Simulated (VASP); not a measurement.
# Nd2CdC2 (C2/m) in VASP: single point with PBE

Aim: the single point of Nd2CdC2 with PBE.

Program: VASP 6.6.1. These are calculated values, not measurements. Logs are shortened: lines on timing, memory, paths and dates and some standing lists are left out, and cuts for length are marked.

## Step 1: The cell of the first run

The structure is monoclinic, space group C2/m (No. 12). Conventional cell: a = 5.896 Å, b = 5.896 Å, c = 6.406 Å, α = 90.00°, β = 91.27°, γ = 90.00°. Within 3.9 Å of Nd (site symmetry 2/m) lie 8 C at 3.00 to 3.04 Å and 2 Cd at 3.20 Å. Nd (site symmetry 2/m) has 2 C at 2.55 Å and 4 Cd at 2.95 Å within 3.4 Å. Cd (site symmetry 2/m) has 6 Nd at 2.95 to 3.20 Å and 8 C at 3.86 to 3.94 Å within 4.0 Å. C (site symmetry m) has 1 C at 1.30 Å within 1.7 Å.

The cell was generated, and may not be a known phase.

## Step 2: Single point, PBE

INCAR

```
SYSTEM = Nd2CdC2
  PREC = Accurate
  ENCUT = 600
  EDIFF = 1E-6
  ISMEAR = 0
  SIGMA = 0.1
  LREAL = .FALSE.
  LASPH = .TRUE.
  NELM = 200
  ALGO = Normal
  ISIF = 2
  LWAVE = .FALSE.
  LCHARG = .FALSE.
  GGA = PE
  NBANDS = 32
  GGA_COMPAT = .FALSE.
  LMAXMIX = 6
```

KPOINTS

```
Automatic mesh
0
G
  4 4 4
  0 0 0
```

POSCAR

```
Nd2CdC2
1.0
    2.9282987725     -2.9482038846      0.3401424993
    2.9282987725      2.9482038846      0.3401424993
   -0.8804726603      0.0000000000      6.3454273989
Nd Cd C
2 1 2
Direct
    0.5000000000      0.5000000000      0.5000000000
    0.0000000000      0.0000000000      0.0000000000
    0.5000000000      0.5000000000      0.0000000000
    0.0009626649      0.0009626649      0.3984303527
    0.9990373351      0.9990373351      0.6015696473
```

Potentials or basis: VASP PAW PBE potentials, release 64 (Nd, Cd, C).

The run is started by

```bash
$ cat potpaw_PBE.64/Nd/POTCAR potpaw_PBE.64/Cd/POTCAR potpaw_PBE.64/C/POTCAR > POTCAR
$ mpirun -np 1 vasp_std > vasp.out
```

OUTCAR:

```text
SYSTEM = Nd2CdC2
   PREC = Accurate
   ENCUT = 600
   EDIFF = 1E-6
   ISMEAR = 0
   LREAL = .FALSE.
   LASPH = .TRUE.
   NELM = 200
   ISIF = 2
   GGA = PE

 ion  position               nearest neighbor table
   1  0.500  0.500  0.500-   3 3.20   3 3.20
   2  0.000  0.000  0.000-   4 2.55   5 2.55   3 2.95   3 2.95   3 2.95   3 2.95
   3  0.500  0.500  0.000-   2 2.95   2 2.95   2 2.95   2 2.95   1 3.20   1 3.20
   4  0.001  0.001  0.398-   5 1.30   2 2.55
   5  0.999  0.999  0.602-   4 1.30   2 2.55

  LATTYP: Found a base centered monoclinic cell.
 ALAT       =     5.8959751088
 B/A-ratio  =     1.0000733823
 C/A-ratio  =     1.0865415701
 COS(beta)  =    -0.0222360171

  Lattice vectors:

 A1 = (   2.9282987725,  -2.9482038846,   0.3401424993)
 A2 = (   2.9282987725,   2.9482038846,   0.3401424993)
 A3 = (  -0.8804726603,   0.0000000000,   6.3454273989)

Analysis of symmetry for initial positions (statically):
=====================================================================
 Subroutine PRICEL returns:
 Original cell was already a primitive cell.

 Routine SETGRP: Setting up the symmetry group for a
 base centered monoclinic supercell.

 Subroutine GETGRP returns: Found  4 space group operations
 (whereof  4 operations were pure point group operations)
 out of a pool of  4 trial point group operations.

The static configuration has the point symmetry C_2h.

Analysis of symmetry for dynamics (positions and initial velocities):
=====================================================================
 Subroutine PRICEL returns:
 Original cell was already a primitive cell.

 Routine SETGRP: Setting up the symmetry group for a
 base centered monoclinic supercell.

 Subroutine GETGRP returns: Found  4 space group operations
 (whereof  4 operations were pure point group operations)
 out of a pool of  4 trial point group operations.

The dynamic configuration has the point symmetry C_2h.

 Subroutine INISYM returns: Found  4 space group operations
 (whereof  4 operations are pure point group operations),
 and found     1 'primitive' translations

----------------------------------------------------------------------------------------

                                     Primitive cell

  volume of cell :     111.3289

  direct lattice vectors                    reciprocal lattice vectors
     2.928298772 -2.948203885  0.340142499     0.168039215 -0.169594784  0.023316622
     2.928298772  2.948203885  0.340142499     0.168039215  0.169594784  0.023316622
    -0.880472660  0.000000000  6.345427399    -0.018015265  0.000000000  0.155094053

  length of vectors
     4.169236952  4.169236952  6.406222052     0.239881707  0.239881707  0.156136847

  position of ions in fractional coordinates (direct lattice)
     0.500000000  0.500000000  0.500000000
     0.000000000  0.000000000  0.000000000
     0.500000000  0.500000000  0.000000000
     0.000962665  0.000962665  0.398430353
     0.999037335  0.999037335  0.601569647

  ion indices of the primitive-cell ions
   primitive index   ion index
                 1           1
                 2           2
                 3           3
                 4           4
                 5           5

----------------------------------------------------------------------------------------

 KPOINTS: Automatic mesh

Automatic generation of k-mesh.
 Grid dimensions read from file:
 generate k-points for:    4    4    4

 Generating k-lattice:

  Cartesian coordinates                     Fractional coordinates (reciprocal lattice)
     0.042009804 -0.042398696  0.005829156     0.250000000  0.000000000 -0.000000000
     0.042009804  0.042398696  0.005829156     0.000000000  0.250000000 -0.000000000
    -0.004503816  0.000000000  0.038773513     0.000000000  0.000000000  0.250000000

  Length of vectors
     0.059970427  0.059970427  0.039034212

  Shift w.r.t. Gamma in fractional coordinates (k-lattice)
     0.000000000  0.000000000  0.000000000

 Subroutine IBZKPT returns following result:
 ===========================================

 Found     24 irreducible k-points:

 Following reciprocal coordinates:
            Coordinates               Weight
  0.000000  0.000000  0.000000      1.000000
  0.250000 -0.000000 -0.000000      4.000000
  0.500000 -0.000000 -0.000000      2.000000
  0.250000  0.250000 -0.000000      2.000000
  0.500000  0.250000 -0.000000      4.000000
 -0.250000  0.250000  0.000000      2.000000
[... 16 lines left out ...]
 -0.250000  0.250000  0.500000      2.000000
  0.500000  0.500000  0.500000      1.000000
   k-points           NKPTS =     24   k-points in BZ     NKDIM =     24   number of bands    NBANDS=     32
   number of dos      NEDOS =    301   number of ions     NIONS =      5
   total plane-waves  NPLWV =  69984
   dimension x,y,z NGX =    36 NGY =   36 NGZ =   54
   dimension x,y,z NGXF=    72 NGYF=   72 NGZF=  108
   ions per type =               2   1   2
   NGX,Y,Z   is equivalent  to a cutoff of  14.35, 14.35, 14.01 a.u.
   NGXF,Y,Z  is equivalent  to a cutoff of  28.71, 28.71, 28.03 a.u.
 SYSTEM =  Nd2CdC2
   PREC   = accura    normal or accurate (medium, high low for compatibility)
   ISTART =      0    job   : 0-new  1-cont  2-samecut
   ICHARG =      2    charge: 1-file 2-atom 10-const
   ISPIN  =      1    spin polarized calculation?
   LNONCOLLINEAR =      F non collinear calculations
   LSORBIT =      F    spin-orbit coupling
   LASPH  =      T    aspherical Exc in radial PAW
   ENCUT  =  600.0 eV  44.10 Ry    6.64 a.u.   8.33  8.33 12.79*2*pi/ulx,y,z
   NELM   =    200;   NELMIN=  2; NELMDL= -5     # of ELM steps
   EDIFF  = 0.1E-05   stopping-criterion for ELM
   LREAL  =      F    real-space projection
   EDIFFG = 0.1E-04   stopping-criterion for IOM
   NSW    =      0    number of steps for IOM
   IBRION =     -1    ionic relax: 0-MD 1-quasi-New 2-CG
   NFREE  =      0    steps in history (QN), initial steepest desc. (CG)
   ISIF   =      2    stress and relaxation
   ISYM   =      2    0-nonsym 1-usesym 2-fastsym
   POTIM  = 0.5000    time-step for ionic-motion
   TEBEG  =    0.0;   TEEND  =   0.0 temperature during run
   PSTRESS=    0.0 pullay stress
   NELECT =      48.0000    total number of electrons
   NUPDOWN=      -1.0000    fix difference up-down
   EMIN   =  10.00;   EMAX   =-10.00  energy-range for DOS
   EFERMI =   0.00;   METHOD = LEGACY
   ISMEAR =     0;   SIGMA  =   0.10  broadening in eV -4-tet -1-fermi 0-gaus
   EFERMI_NEDOS =   21; number of points for ismear=-14 and -15
   IALGO  =     38    algorithm
   IMIX   =      4    mixing-type and parameters
     AMIX     =   0.40;   BMIX     =  1.00
     AMIX_MAG =   1.60;   BMIX_MAG =  1.00
  volume/ion in A,a.u.               =      22.27       150.26
  Fermi-wavevector in a.u.,A,eV,Ry     =   1.236762  2.337141 20.811189  1.529579
  Thomas-Fermi vector in A             =   2.371357
   LORBIT       =      0    0 simple, 1 ext, 2 COOP (PROOUT), +10 PAW based schemes
   GGA     = PE    functional components
   LHFCALC =     F    Hartree Fock is set to
   AEXX    =    0.0000 exact exchange contribution
   IVDW    =     0    specifies the selected vdW correction
   LEPSILON=     F    determine dielectric tensor
   LRPA    =     F    only Hartree local field effects (RPA)
 non-spin polarized calculation
 Gauss-broadening in eV      SIGMA  =   0.10
  energy-cutoff  :      600.00
  volume of cell :      111.33
 maximum number of plane-waves:      3737
 NGX is ok and might be reduce to    36
   NGX = 17   NGY = 17   NGZ = 25

 number of electron      48.0000002 magnetization

 Free energy of the ion-electron system (eV)
  ---------------------------------------------------
  ext. energy  EPLUGINS =         0.00000000
  ---------------------------------------------------
  free energy    TOTEN  =       -28.13868568 eV

  energy without entropy =      -27.87397000  energy(sigma->0) =      -28.00632784

 E-fermi :   3.7622     XC(G=0): -10.0870

 val. band max:        3.7605433817   @ k =   0.5000   0.5000   0.2500
 cond. band min:       3.7626456836   @ k =   0.0000   0.0000   0.2500
 fundamental gap:      0.0021023019
 Fermi energy:         3.7622417121

 k-point     1 :       0.0000    0.0000    0.0000
  band No.  band energies     occupation
      1     -33.4561      2.00000
      2     -33.0799      2.00000
      3     -14.7590      2.00000
      4     -14.6673      2.00000
      5     -14.6637      2.00000
      6     -14.3684      2.00000
[... 24 lines left out ...]
     31       3.9641      0.00431
     32       3.9802      0.00206

 k-point     2 :       0.2500   -0.0000   -0.0000
  band No.  band energies     occupation
      1     -33.4514      2.00000
      2     -33.0742      2.00000
      3     -14.8124      2.00000
      4     -14.7275      2.00000
      5     -14.6474      2.00000
      6     -14.5106      2.00000
[... 24 lines left out ...]
     31       3.9475      0.00880
     32       3.9776      0.00232

 k-point     3 :       0.5000   -0.0000   -0.0000
  band No.  band energies     occupation
      1     -33.4468      2.00000
      2     -33.0684      2.00000
      3     -14.9496      2.00000
      4     -14.6931      2.00000
      5     -14.6463      2.00000
      6     -14.6283      2.00000
[... 24 lines left out ...]
     31       3.9883      0.00139
     32       3.9914      0.00119

 k-point     4 :       0.2500    0.2500   -0.0000
  band No.  band energies     occupation
      1     -33.4470      2.00000
      2     -33.0696      2.00000
      3     -14.7946      2.00000
      4     -14.7557      2.00000
      5     -14.7055      2.00000
      6     -14.5311      2.00000
[... 24 lines left out ...]
     31       3.9331      0.01566
     32       3.9412      0.01140

 k-point     5 :       0.5000    0.2500   -0.0000
  band No.  band energies     occupation
      1     -33.4425      2.00000
      2     -33.0649      2.00000
      3     -14.8949      2.00000
      4     -14.7448      2.00000
      5     -14.6832      2.00000
      6     -14.5879      2.00000
[... 584 lines left out ...]
     31       3.9147      0.03112
     32       4.0209      0.00025

 k-point    22 :       0.5000    0.2500    0.5000
  band No.  band energies     occupation
      1     -33.4423      2.00000
      2     -33.0649      2.00000
      3     -14.9126      2.00000
      4     -14.7362      2.00000
      5     -14.7296      2.00000
      6     -14.5664      2.00000
[... 24 lines left out ...]
     31       3.9392      0.01231
     32       3.9472      0.00891

 k-point    23 :      -0.2500    0.2500    0.5000
  band No.  band energies     occupation
      1     -33.4467      2.00000
      2     -33.0696      2.00000
      3     -14.8260      2.00000
      4     -14.7432      2.00000
      5     -14.7335      2.00000
      6     -14.5057      2.00000
[... 24 lines left out ...]
     31       3.9589      0.00541
     32       4.0084      0.00050

 k-point    24 :       0.5000    0.5000    0.5000
  band No.  band energies     occupation
      1     -33.4380      2.00000
      2     -33.0614      2.00000
      3     -14.8294      2.00000
      4     -14.8257      2.00000
      5     -14.6895      2.00000
      6     -14.5621      2.00000
[... 24 lines left out ...]
     31       3.9549      0.00643
     32       3.9563      0.00605

------------------------ aborting loop because EDIFF is reached ----------------------------------------

  FORCE on cell =-STRESS in cart. coord.  units (eV):
  Direction    XX          YY          ZZ          XY          YZ          ZX
  --------------------------------------------------------------------------------------
  -------------------------------------------------------------------------------------
  Total       -1.5820021     -1.4478657     -1.6525473      0.0000000      0.0000000      0.0848238
  in kB      -22.7672132    -20.8368042    -23.7824575      0.0000000      0.0000000      1.2207331
  external PRESSURE =     -22.4621583 kB  Pullay stress =       0.0000000 kB

 VOLUME and BASIS-vectors are now :
 -----------------------------------------------------------------------------
  energy-cutoff  :      600.00
  volume of cell :      111.33
      direct lattice vectors                 reciprocal lattice vectors
     2.928298772 -2.948203885  0.340142499     0.168039215 -0.169594784  0.023316622
     2.928298772  2.948203885  0.340142499     0.168039215  0.169594784  0.023316622
    -0.880472660  0.000000000  6.345427399    -0.018015265  0.000000000  0.155094053

 POSITION                                       TOTAL-FORCE (eV/Angst)
 -----------------------------------------------------------------------------------
      2.48806      0.00000      3.51286         0.000000      0.000000      0.000000
      0.00000      0.00000      0.00000         0.000000      0.000000     -0.000000
      2.92830      0.00000      0.34014         0.000000     -0.000000      0.000000
     -0.34517      0.00000      2.52887         0.107948      0.000000     -0.691154
      5.32129      0.00000      4.49685        -0.107948      0.000000      0.691154
 -----------------------------------------------------------------------------------
    total drift:                                0.000000      0.000000      0.000000

  FREE ENERGIE OF THE ION-ELECTRON SYSTEM (eV)
  ---------------------------------------------------
  free  energy   TOTEN  =       -28.1386856791 eV

  energy  without entropy=      -27.8739700043  energy(sigma->0) =      -28.00632784
```

It took 5.9 min on 1 thread of AMD EPYC 9R45 (Zen 5), shared host; peak memory 0.3 GiB.

What came out:

| Item | Value |
| --- | --- |
| Free energy | -28.1387 eV |
| Pressure | -2.2 GPa |
| Largest force | 0.700 eV/Å |
| Band gap on the k mesh | zero (bands 24 and 25 overlap by 0.04 eV) |

Forces on the atoms (eV/Å):
```
Nd   0.000  0.000  0.000
Nd   0.000  0.000  0.000
Cd   0.000  0.000  0.000
C    0.108  0.000 -0.691
C   -0.108  0.000  0.691
```

Caveat: the k points lie up to 0.38 Å⁻¹ apart; spin-orbit coupling is left out, which moves the levels of the heavy elements; semilocal functionals describe open f shells poorly, which spoils levels, moments and volumes. Spin polarisation is off, so any magnetic state and its effect on volume and gap are missing.
